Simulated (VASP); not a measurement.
Mg32HS32 (a cell with a defect), 65 atoms in the cell. The cell holds a defect, 65 atoms: a = 10.364 Å, b = 10.364 Å, c = 10.364 Å, α = 90.00°, β = 90.00°, γ = 90.00°. 

```yaml
Program: VASP 6.6.1
Task: single point
Functional: PBEsol
Potentials_or_basis: VASP PAW PBE potentials, release 64 (S, Mg, H)
Cutoff: 400 eV
k_mesh: 1 × 1 × 1, shifted
Occupations: fermi-dirac, width 0.05 eV
Spin: no spin polarisation
Dipole_correction: no
Charge: 1
Further_INCAR_settings: LREAL = Auto; ALGO = Normal; EDIFF = 1e-06; NBANDS = 166; ISYM = -1; NELECT = 256.0
```

Potentials or basis: VASP PAW PBE potentials, release 64 (S, Mg, H).

Launch:

```bash
$ cat potpaw_PBE.64/S/POTCAR potpaw_PBE.64/Mg/POTCAR potpaw_PBE.64/H/POTCAR > POTCAR
$ mpirun -np 1 vasp_std > vasp.out
```

Hardware: 1 thread of AMD EPYC 9R45 96-Core Processor (Zen 5), with other jobs on the host.

Problem. Estimate the wall time of this run.

Solution. It took 4 min on 1 thread of AMD EPYC 9R45 96-Core Processor (Zen 5) (shared host), peak memory 0.68 GiB. Counts: scf iterations 16, k points 1.
